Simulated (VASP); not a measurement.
# SiO2 (P4_12_12) in VASP: dielectric tensor with PBE

Aim: the dielectric tensor of SiO2 with PBE.

All numbers are computed with VASP 6.6.1; they aren't measurements. Logs are shortened: lines on timing, memory, paths and dates and some standing lists are left out, and cuts for length are marked.

### Step 1. The cell of the first run

The structure is tetragonal, space group P4_12_12 (No. 92). Conventional cell: a = 4.979 Å, b = 4.979 Å, c = 6.915 Å, α = 90.00°, β = 90.00°, γ = 90.00°. Si (site symmetry 2) has 4 O at 1.61 Å within 2.1 Å. Within 2.1 Å of O (site symmetry 1) lie 2 Si at 1.61 Å.

### Step 2. Dielectric tensor, PBE

Contents of INCAR:

```
SYSTEM = SiO2
ALGO = Normal ; EDIFF = 1E-8
ENCUT = 520 ; GGA = PE
ISIF = 2 ; ISMEAR = 0
KPAR = 4 ; LASPH = .TRUE.
LCHARG = .FALSE. ; LEPSILON = .TRUE.
LREAL = .FALSE. ; LWAVE = .FALSE.
NELM = 100 ; PREC = Accurate
SIGMA = 0.01
```

Contents of KPOINTS:

```
k-points
0
G
  4 4 4
  0 0 0
```

Contents of POSCAR:

```
SiO2
1.0
    4.9791653256      0.0000000000      0.0000000000
    0.0000000000      4.9791653256      0.0000000000
    0.0000000000      0.0000000000      6.9148709668
Si O
4 8
Direct
    0.3024592541      0.3024592541      0.0000000000
    0.1975407459      0.8024592541      0.2500000000
    0.6975407459      0.6975407459      0.5000000000
    0.8024592541      0.1975407459      0.7500000000
    0.2381682781      0.1092716079      0.1814551378
    0.3907283921      0.7381682781      0.4314551378
    0.7618317219      0.8907283921      0.6814551378
    0.6092716079      0.2618317219      0.9314551378
    0.7381682781      0.3907283921      0.5685448622
    0.8907283921      0.7618317219      0.3185448622
    0.2618317219      0.6092716079      0.0685448622
    0.1092716079      0.2381682781      0.8185448622
```

Potentials or basis: VASP PAW PBE potentials, release 64 (Si, O).

Launch:

```bash
> cat potpaw_PBE.64/Si/POTCAR potpaw_PBE.64/O/POTCAR > POTCAR
> mpirun -np 4 vasp_std > vasp.out
```

OUTCAR:

```text
SYSTEM = SiO2
   EDIFF = 1E-8
   ENCUT = 520
   GGA = PE
   ISIF = 2
   ISMEAR = 0
   LASPH = .TRUE.
   LEPSILON = .TRUE.
   LREAL = .FALSE.
   NELM = 100
   PREC = Accurate

 ion  position               nearest neighbor table
   1  0.302  0.302  0.000-   8 1.61  11 1.61   5 1.61  12 1.61   2 3.08   4 3.08   2 3.08   4 3.08

   2  0.198  0.802  0.250-   5 1.61  10 1.61   6 1.61  11 1.61   1 3.08   3 3.08   1 3.08   3 3.08

   3  0.698  0.698  0.500-   6 1.61   9 1.61   7 1.61  10 1.61   2 3.08   4 3.08   4 3.08   2 3.08

   4  0.802  0.198  0.750-   7 1.61  12 1.61   9 1.61   8 1.61   1 3.08   3 3.08   3 3.08   1 3.08

   5  0.238  0.109  0.181-   2 1.61   1 1.61
   6  0.391  0.738  0.431-   3 1.61   2 1.61
   7  0.762  0.891  0.681-   4 1.61   3 1.61
   8  0.609  0.262  0.931-   1 1.61   4 1.61
   9  0.738  0.391  0.569-   3 1.61   4 1.61
  10  0.891  0.762  0.319-   2 1.61   3 1.61
  11  0.262  0.609  0.069-   1 1.61   2 1.61
  12  0.109  0.238  0.819-   4 1.61   1 1.61

  LATTYP: Found a simple tetragonal cell.
 ALAT       =     4.9791653256
 C/A-ratio  =     1.3887610703

  Lattice vectors:

 A1 = (   4.9791653256,   0.0000000000,   0.0000000000)
 A2 = (   0.0000000000,   4.9791653256,   0.0000000000)
 A3 = (   0.0000000000,   0.0000000000,   6.9148709668)

Analysis of symmetry for initial positions (statically):
=====================================================================
 Subroutine PRICEL returns:
 Original cell was already a primitive cell.

 Routine SETGRP: Setting up the symmetry group for a
 simple tetragonal supercell.

 Subroutine GETGRP returns: Found  8 space group operations
 (whereof  2 operations were pure point group operations)
 out of a pool of 16 trial point group operations.

The static configuration has the point symmetry C_2 .
 The point group associated with its full space group is D_4 .

Analysis of symmetry for dynamics (positions and initial velocities):
=====================================================================
 Subroutine PRICEL returns:
 Original cell was already a primitive cell.

 Routine SETGRP: Setting up the symmetry group for a
 simple tetragonal supercell.

 Subroutine GETGRP returns: Found  8 space group operations
 (whereof  2 operations were pure point group operations)
 out of a pool of 16 trial point group operations.

The dynamic configuration has the point symmetry C_2 .
 The point group associated with its full space group is D_4 .

 Subroutine INISYM returns: Found  8 space group operations
 (whereof  2 operations are pure point group operations),
 and found     1 'primitive' translations

----------------------------------------------------------------------------------------

                                     Primitive cell

  volume of cell :     171.4341

  direct lattice vectors                    reciprocal lattice vectors
     4.979165326  0.000000000  0.000000000     0.200836874  0.000000000  0.000000000
     0.000000000  4.979165326  0.000000000     0.000000000  0.200836874  0.000000000
     0.000000000  0.000000000  6.914870967     0.000000000  0.000000000  0.144615858

  length of vectors
     4.979165326  4.979165326  6.914870967     0.200836874  0.200836874  0.144615858

  position of ions in fractional coordinates (direct lattice)
     0.302459254  0.302459254  0.000000000
     0.197540746  0.802459254  0.250000000
     0.697540746  0.697540746  0.500000000
     0.802459254  0.197540746  0.750000000
     0.238168278  0.109271608  0.181455138
     0.390728392  0.738168278  0.431455138
     0.761831722  0.890728392  0.681455138
     0.609271608  0.261831722  0.931455138
     0.738168278  0.390728392  0.568544862
     0.890728392  0.761831722  0.318544862
     0.261831722  0.609271608  0.068544862
     0.109271608  0.238168278  0.818544862

[... 136 lines left out ...]
      6     -17.1990      2.00000
[... 745 lines left out ...]
     38      10.0080      0.00000
     39      10.0080      0.00000

  FORCE on cell =-STRESS in cart. coord.  units (eV):
  Direction    XX          YY          ZZ          XY          YZ          ZX
  --------------------------------------------------------------------------------------
  -------------------------------------------------------------------------------------
  Total        5.1195112      5.1195112      5.2910050      0.0000000      0.0000000      0.0000000
  in kB       47.8455894     47.8455894     49.4483247      0.0000000      0.0000000      0.0000000
  external PRESSURE =      48.3798345 kB  Pullay stress =       0.0000000 kB

 VOLUME and BASIS-vectors are now :
 -----------------------------------------------------------------------------
  energy-cutoff  :      520.00
  volume of cell :      171.43
      direct lattice vectors                 reciprocal lattice vectors
     4.979165326  0.000000000  0.000000000     0.200836874  0.000000000  0.000000000
     0.000000000  4.979165326  0.000000000     0.000000000  0.200836874  0.000000000
     0.000000000  0.000000000  6.914870967     0.000000000  0.000000000  0.144615858

 POSITION                                       TOTAL-FORCE (eV/Angst)
 -----------------------------------------------------------------------------------
      1.50599      1.50599      0.00000        -0.003481     -0.003481     -0.000000
      0.98359      3.99558      1.72872         0.003481     -0.003481     -0.000000
      3.47317      3.47317      3.45744         0.003481      0.003481     -0.000000
      3.99558      0.98359      5.18615        -0.003481      0.003481     -0.000000
      1.18588      0.54408      1.25474        -0.032376      0.144033      0.225232
      1.94550      3.67546      2.98346        -0.144033     -0.032376      0.225232
      3.79329      4.43508      4.71217         0.032376     -0.144033      0.225232
      3.03366      1.30370      6.44089         0.144033      0.032376      0.225232
      3.67546      1.94550      3.93141        -0.032376     -0.144033     -0.225232
      4.43508      3.79329      2.20270        -0.144033      0.032376     -0.225232
      1.30370      3.03366      0.47398         0.032376      0.144033     -0.225232
      0.54408      1.18588      5.66013         0.144033     -0.032376     -0.225232
 -----------------------------------------------------------------------------------
    total drift:                               -0.000000      0.000000     -0.000000

  FREE ENERGIE OF THE ION-ELECTRON SYSTEM (eV)
  ---------------------------------------------------
  free  energy   TOTEN  =       -94.8454946531 eV

  energy  without entropy=      -94.8454946531  energy(sigma->0) =      -94.84549465

 HEAD OF MICROSCOPIC STATIC DIELECTRIC TENSOR (INDEPENDENT PARTICLE, excluding Hartree and local field effects)
 ------------------------------------------------------
           2.368708     0.000000     0.000000
          -0.000000     2.368708     0.000000
          -0.000000     0.000000     2.389544
 ------------------------------------------------------

 Free energy of the ion-electron system (eV)
  ---------------------------------------------------
  ---------------------------------------------------
  free energy    TOTEN  =        -0.66539524 eV

  energy without entropy =       -0.66539524

------------------------ aborting loop because EDIFF is reached ----------------------------------------

--------------------------------------- Ionic step        2  -------------------------------------------

------------------------ aborting loop because EDIFF is reached ----------------------------------------

--------------------------------------- Ionic step        3  -------------------------------------------

 Free energy of the ion-electron system (eV)
  ---------------------------------------------------
  ---------------------------------------------------
  free energy    TOTEN  =        -0.65662660 eV

  energy without entropy =       -0.65662660

------------------------ aborting loop because EDIFF is reached ----------------------------------------

 PIEZOELECTRIC TENSOR FIELD DIRECTION 3  (e Angst)
 -----------------------------------------------------------------------------
     0.00026 -0.00000  0.00000           ( -0.00000  0.00000  0.00000)
     0.00000  0.00026  0.00000           (  0.00000 -0.00000  0.00000)
     0.00000 -0.00000 -0.00048           (  0.00000  0.00000 -0.00001)

 PIEZOELECTRIC TENSOR FIELD DIRECTION 3  (C/m^2)
 -----------------------------------------------------------------------------
     0.00002 -0.00000  0.00000
     0.00000  0.00002  0.00000
     0.00000 -0.00000 -0.00004

 MACROSCOPIC STATIC DIELECTRIC TENSOR (including local field effects in DFT)
 ------------------------------------------------------
           2.277463    -0.000000     0.000000
          -0.000000     2.277463     0.000000
           0.000000     0.000000     2.262869
 ------------------------------------------------------

 PIEZOELECTRIC TENSOR (including local field effects)  for field in x, y, z        (e  Angst)
          XX          YY          ZZ          XY          YZ          ZX
  --------------------------------------------------------------------------------
  x     0.00000     0.00000     0.00000     0.00000     0.25996     0.00000
  y     0.00000     0.00000     0.00000     0.00000     0.00000    -0.25996
  z     0.00000     0.00000     0.00000     0.00000     0.00000     0.00000

 PIEZOELECTRIC TENSOR (including local field effects)  for field in x, y, z        (C/m^2)
          XX          YY          ZZ          XY          YZ          ZX
  --------------------------------------------------------------------------------
  x     0.00000     0.00000     0.00000     0.00000     0.02430     0.00000
  y     0.00000     0.00000     0.00000     0.00000     0.00000    -0.02430
  z     0.00000     0.00000     0.00000     0.00000     0.00000     0.00000

 BORN EFFECTIVE CHARGES (including local field effects) (in |e|, cummulative output)
 ---------------------------------------------------------------------------------
 ion    1
    1     3.32342     0.02391     0.19123
    2     0.02391     3.32342    -0.19123
    3    -0.35000     0.35000     3.26580
 ion    2
    1     3.32342    -0.02391     0.19123
    2    -0.02391     3.32342     0.19123
    3    -0.35000    -0.35000     3.26580
 ion    3
    1     3.32342     0.02391    -0.19123
    2     0.02391     3.32342     0.19123
    3     0.35000    -0.35000     3.26580
 ion    4
    1     3.32342    -0.02391    -0.19123
    2    -0.02391     3.32342    -0.19123
    3     0.35000     0.35000     3.26580
 ion    5
[... 16 lines left out ...]
    1    -1.04803     0.15841    -0.06563
    2     0.22091    -2.27539     0.78768
    3    -0.21271     0.78591    -1.63290
 ion   10
    1    -2.27539    -0.22091     0.78768
    2    -0.15841    -1.04803     0.06563
    3     0.78591     0.21271    -1.63290
 ion   11
    1    -1.04803     0.15841     0.06563
    2     0.22091    -2.27539    -0.78768
    3     0.21271    -0.78591    -1.63290
 ion   12
    1    -2.27539    -0.22091    -0.78768
    2    -0.15841    -1.04803    -0.06563
    3    -0.78591    -0.21271    -1.63290
```

It took 8.5 min on 4 MPI ranks of Intel Xeon Platinum 8259CL at 2.50GHz (Skylake/Cascade Lake), shared host; peak memory 0.63 GiB.

Results:

| Property | Result |
| --- | --- |
| Band gap on the k mesh | 5.73 eV |
| Electronic dielectric tensor (diagonal) | 2.28, 2.28, 2.26 |
| Born charges (mean of the diagonal) | Si +3.30; O -1.65 e |

Electronic dielectric tensor:
```
2.28 0.00 0.00
0.00 2.28 0.00
0.00 0.00 2.26
```

Born effective charge tensors (e):
atom 1, Si
```
 3.32  0.02  0.19
 0.02  3.32 -0.19
-0.35  0.35  3.27
```
atom 2, Si
```
 3.32 -0.02  0.19
-0.02  3.32  0.19
-0.35 -0.35  3.27
```
atom 3, Si
```
 3.32  0.02 -0.19
 0.02  3.32  0.19
 0.35 -0.35  3.27
```
atom 4, Si
```
 3.32 -0.02 -0.19
-0.02  3.32 -0.19
 0.35  0.35  3.27
```
atom 5, O
```
-1.05 -0.16  0.07
-0.22 -2.28  0.79
 0.21  0.79 -1.63
```
atom 6, O
```
-2.28  0.22 -0.79
 0.16 -1.05  0.07
-0.79  0.21 -1.63
```
atom 7, O
```
-1.05 -0.16 -0.07
-0.22 -2.28 -0.79
-0.21 -0.79 -1.63
```
atom 8, O
```
-2.28  0.22  0.79
 0.16 -1.05 -0.07
 0.79 -0.21 -1.63
```
atom 9, O
```
-1.05  0.16 -0.07
 0.22 -2.28  0.79
-0.21  0.79 -1.63
```
atom 10, O
```
-2.28 -0.22  0.79
-0.16 -1.05  0.07
 0.79  0.21 -1.63
```
atom 11, O
```
-1.05  0.16  0.07
 0.22 -2.28 -0.79
 0.21 -0.79 -1.63
```
atom 12, O
```
-2.28 -0.22 -0.79
-0.16 -1.05 -0.07
-0.79 -0.21 -1.63
```

A k mesh can miss the band edges. As with any semilocal functional, this PBE gap is likely too small.
